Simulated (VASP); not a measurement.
# InPd (Pm-3m) in VASP: notebook

The runs below take InPd through single point, relaxation of cell and atoms, with r2SCAN.

Everything below comes from runs of VASP 6.6.1. Logs are shortened: lines on timing, memory, paths and dates and some standing lists are left out, and cuts for length are marked.

### 1 The cell of the first run

The structure is cubic, space group Pm-3m (No. 221). Conventional cell: a = 3.088 Å, b = 3.088 Å, c = 3.088 Å, α = 90.00°, β = 90.00°, γ = 90.00°. In (site symmetry m-3m) has 8 Pd at 2.67 Å and 6 In at 3.09 Å within 3.5 Å. Pd (site symmetry m-3m) has 8 In at 2.67 Å and 6 Pd at 3.09 Å within 3.5 Å.

### 2 Single point, r2SCAN

Input file POSCAR:

```
InPd
1.0
    3.0882264989      0.0000000000      0.0000000000
    0.0000000000      3.0882264989      0.0000000000
    0.0000000000      0.0000000000      3.0882264989
In Pd
1 1
Direct
    0.5000000000      0.5000000000      0.5000000000
    0.0000000000      0.0000000000      0.0000000000
```

Input file INCAR.step1:

```
SYSTEM = InPd
PREC = Accurate
ENCUT = 550
ISMEAR = 0
SIGMA = 0.1
LREAL = .FALSE.
LASPH = .TRUE.
NELM = 120
NBANDS = 18
GGA = PE
ALGO = Normal
EDIFF = 1E-5
LWAVE = .TRUE.
LCHARG = .FALSE.
GGA_COMPAT = .FALSE.
```

Input file INCAR.step2:

```
SYSTEM = InPd
PREC = Accurate
ENCUT = 550
EDIFF = 1E-6
ISMEAR = 0
SIGMA = 0.1
LREAL = .FALSE.
LASPH = .TRUE.
NELM = 120
ALGO = Normal
ISIF = 2
LWAVE = .FALSE.
LCHARG = .TRUE.
METAGGA = R2SCAN
LMIXTAU = .TRUE.
LELF = .TRUE.
LVHAR = .TRUE.
NBANDS = 18
ISTART = 1
GGA_COMPAT = .FALSE.
```

Input file KPOINTS:

```
regular mesh
0
G
  6 6 6
  0 0 0
```

Potentials or basis: VASP PAW PBE potentials, release 64 (In_d, Pd).

The run is started by

```
$ cat potpaw_PBE.64/In_d/POTCAR potpaw_PBE.64/Pd/POTCAR > POTCAR
$ cp INCAR.step1 INCAR
$ mpirun -np 1 vasp_std > vasp.out
$ cp INCAR.step2 INCAR
$ mpirun -np 1 vasp_std > vasp.out
```

OUTCAR:

```text
SYSTEM = InPd
   PREC = Accurate
   ENCUT = 550
   EDIFF = 1E-6
   ISMEAR = 0
   LREAL = .FALSE.
   LASPH = .TRUE.
   NELM = 120
   ISIF = 2
   METAGGA = R2SCAN
   ISTART = 1

 ion  position               nearest neighbor table
   1  0.500  0.500  0.500-   2 2.67   2 2.67   2 2.67   2 2.67   2 2.67   2 2.67   2 2.67   2 2.67

   2  0.000  0.000  0.000-   1 2.67   1 2.67   1 2.67   1 2.67   1 2.67   1 2.67   1 2.67   1 2.67

  LATTYP: Found a simple cubic cell.
 ALAT       =     3.0882264989

  Lattice vectors:

 A1 = (   3.0882264989,   0.0000000000,   0.0000000000)
 A2 = (   0.0000000000,   3.0882264989,   0.0000000000)
 A3 = (   0.0000000000,   0.0000000000,   3.0882264989)

Analysis of symmetry for initial positions (statically):
=====================================================================
 Subroutine PRICEL returns:
 Original cell was already a primitive cell.

 Routine SETGRP: Setting up the symmetry group for a
 simple cubic supercell.

 Subroutine GETGRP returns: Found 48 space group operations
 (whereof 48 operations were pure point group operations)
 out of a pool of 48 trial point group operations.

The static configuration has the point symmetry O_h .

Analysis of symmetry for dynamics (positions and initial velocities):
=====================================================================
 Subroutine PRICEL returns:
 Original cell was already a primitive cell.

 Routine SETGRP: Setting up the symmetry group for a
 simple cubic supercell.

 Subroutine GETGRP returns: Found 48 space group operations
 (whereof 48 operations were pure point group operations)
 out of a pool of 48 trial point group operations.

The dynamic configuration has the point symmetry O_h .

 Subroutine INISYM returns: Found 48 space group operations
 (whereof 48 operations are pure point group operations),
 and found     1 'primitive' translations

----------------------------------------------------------------------------------------

                                     Primitive cell

  volume of cell :      29.4529

  direct lattice vectors                    reciprocal lattice vectors
     3.088226499  0.000000000  0.000000000     0.323810446  0.000000000  0.000000000
     0.000000000  3.088226499  0.000000000     0.000000000  0.323810446  0.000000000
     0.000000000  0.000000000  3.088226499     0.000000000  0.000000000  0.323810446

  length of vectors
     3.088226499  3.088226499  3.088226499     0.323810446  0.323810446  0.323810446

  position of ions in fractional coordinates (direct lattice)
[... 74 lines left out ...]
   EDIFF  = 0.1E-05   stopping-criterion for ELM
   LREAL  =      F    real-space projection
   EDIFFG = 0.1E-04   stopping-criterion for IOM
   NSW    =      0    number of steps for IOM
   IBRION =     -1    ionic relax: 0-MD 1-quasi-New 2-CG
   NFREE  =      0    steps in history (QN), initial steepest desc. (CG)
   ISIF   =      2    stress and relaxation
   ISYM   =      2    0-nonsym 1-usesym 2-fastsym
   POTIM  = 0.5000    time-step for ionic-motion
   TEBEG  =    0.0;   TEEND  =   0.0 temperature during run
   PSTRESS=    0.0 pullay stress
   NELECT =      23.0000    total number of electrons
   NUPDOWN=      -1.0000    fix difference up-down
   EMIN   =  10.00;   EMAX   =-10.00  energy-range for DOS
   EFERMI =   0.00;   METHOD = LEGACY
   ISMEAR =     0;   SIGMA  =   0.10  broadening in eV -4-tet -1-fermi 0-gaus
   EFERMI_NEDOS =   21; number of points for ismear=-14 and -15
   IALGO  =     38    algorithm
   IMIX   =      4    mixing-type and parameters
     AMIX     =   0.40;   BMIX     =  1.00
     AMIX_MAG =   1.60;   BMIX_MAG =  1.00
  volume/ion in A,a.u.               =      14.73        99.38
  Fermi-wavevector in a.u.,A,eV,Ry     =   1.507561  2.848878 30.922517  2.272741
  Thomas-Fermi vector in A             =   2.618131
   LORBIT       =      0    0 simple, 1 ext, 2 COOP (PROOUT), +10 PAW based schemes
   METAGGA = R2SCAN    functional components
   LHFCALC =     F    Hartree Fock is set to
   AEXX    =    0.0000 exact exchange contribution
   IVDW    =     0    specifies the selected vdW correction
   LEPSILON=     F    determine dielectric tensor
   LRPA    =     F    only Hartree local field effects (RPA)
 non-spin polarized calculation
 Gauss-broadening in eV      SIGMA  =   0.10
  energy-cutoff  :      550.00
  volume of cell :       29.45
 maximum number of plane-waves:       912
 NGX is ok and might be reduce to    24
   NGX = 11   NGY = 11   NGZ = 11

 number of electron      22.9999986 magnetization

 Free energy of the ion-electron system (eV)
  ---------------------------------------------------
  ext. energy  EPLUGINS =         0.00000000
  ---------------------------------------------------
  free energy    TOTEN  =       -46.06654174 eV

  energy without entropy =      -46.06168551  energy(sigma->0) =      -46.06411362

 E-fermi :  13.5460     XC(G=0): -14.4104

 val. band max:       13.4861852648   @ k =   0.5000   0.3333   0.3333
 cond. band min:      13.5868954966   @ k =   0.5000   0.3333   0.3333
 fundamental gap:      0.1007102318
 Fermi energy:        13.5460211703

 k-point     1 :       0.0000    0.0000    0.0000
  band No.  band energies     occupation
      1      -2.7711      2.00000
      2      -2.7711      2.00000
      3      -2.0686      2.00000
      4      -2.0686      2.00000
      5      -2.0686      2.00000
      6       1.3216      2.00000
[... 397 lines left out ...]
      5      -1.7015      2.00000
      6       6.9777      2.00000
[... 10 lines left out ...]
     17      18.7434      0.00000
     18      20.4972      0.00000

------------------------ aborting loop because EDIFF is reached ----------------------------------------

  FORCE on cell =-STRESS in cart. coord.  units (eV):
  Direction    XX          YY          ZZ          XY          YZ          ZX
  --------------------------------------------------------------------------------------
  -------------------------------------------------------------------------------------
  Total        6.7983381      6.7983381      6.7983381     -0.0000000     -0.0000000      0.0000000
  in kB      369.8161764    369.8161764    369.8161764     -0.0000000     -0.0000000      0.0000000
  external PRESSURE =     369.8161764 kB  Pullay stress =       0.0000000 kB

 VOLUME and BASIS-vectors are now :
 -----------------------------------------------------------------------------
  energy-cutoff  :      550.00
  volume of cell :       29.45
      direct lattice vectors                 reciprocal lattice vectors
     3.088226499  0.000000000  0.000000000     0.323810446  0.000000000  0.000000000
     0.000000000  3.088226499  0.000000000     0.000000000  0.323810446  0.000000000
     0.000000000  0.000000000  3.088226499     0.000000000  0.000000000  0.323810446

 POSITION                                       TOTAL-FORCE (eV/Angst)
 -----------------------------------------------------------------------------------
      1.54411      1.54411      1.54411         0.000000      0.000000      0.000000
      0.00000      0.00000      0.00000         0.000000      0.000000      0.000000
 -----------------------------------------------------------------------------------
    total drift:                                0.000000      0.000000     -0.000000

  FREE ENERGIE OF THE ION-ELECTRON SYSTEM (eV)
  ---------------------------------------------------
  free  energy   TOTEN  =       -46.0665417354 eV

  energy  without entropy=      -46.0616855118  energy(sigma->0) =      -46.06411362
```

OSZICAR.step1:

```text
N       E                     dE             d eps       ncg     rms          rms(c)
DAV:   1     0.175593456898E+03    0.17559E+03   -0.11974E+04   754   0.186E+03
DAV:   2     0.903632176764E+00   -0.17469E+03   -0.16829E+03   754   0.385E+02
DAV:   3    -0.812329443594E+01   -0.90269E+01   -0.89402E+01   806   0.911E+01
DAV:   4    -0.831079948935E+01   -0.18751E+00   -0.18738E+00   866   0.117E+01
DAV:   5    -0.831925895432E+01   -0.84595E-02   -0.84590E-02   992   0.249E+00    0.103E+01
DAV:   6    -0.809613929344E+01    0.22312E+00   -0.38700E-01   830   0.903E+00    0.504E+00
DAV:   7    -0.804136716397E+01    0.54772E-01   -0.56681E-02   914   0.577E+00    0.183E+00
DAV:   8    -0.803374541045E+01    0.76218E-02   -0.14017E-02   822   0.114E+00    0.458E-01
DAV:   9    -0.803288216947E+01    0.86324E-03   -0.18094E-03   938   0.734E-01    0.708E-02
DAV:  10    -0.803288120557E+01    0.96390E-06   -0.42117E-05   964   0.114E-01
   1 F= -.80328812E+01 E0= -.80307913E+01  d E =-.417972E-02
```

Run time: 27 s. Hardware: 1 thread of Intel Xeon Platinum 8488C (Sapphire Rapids), shared host; peak memory 0.15 GiB.

Results:

```
Free energy            : -46.0665 eV
Pressure               : 37.0 GPa
Band gap on the k mesh : zero (an odd number of electrons rules out a gap without spin polarisation)
```

Levels at points of the mesh, in eV from the Fermi level:
```
           k point  band 7  band 8  band 9  band 10  band 11  band 12  band 13  band 14  band 15  band 16
(0.00, 0.00, 0.00)   -5.19   -5.19   -3.06    -3.06    -3.06     4.66     4.66     4.66    12.05    12.05
(0.50, 0.00, 0.00)   -7.70   -5.30   -4.45    -4.45    -3.22    -1.53    10.67    11.64    11.64    12.27
(0.50, 0.50, 0.00)   -4.71   -3.58   -3.58    -3.32    -3.32    -2.34     2.44     3.12    11.33    12.12
(0.50, 0.50, 0.50)   -6.57   -6.57   -2.28    -2.28     0.91     4.05     4.05     4.05     5.20     5.20
```

Caveat: the cell stands under pressure; the PAW data sets were made with another functional, which shifts forces and pressure a little; spin-orbit coupling is left out, which moves the levels of the heavy elements.

(Part 1 of 2 ends here.)
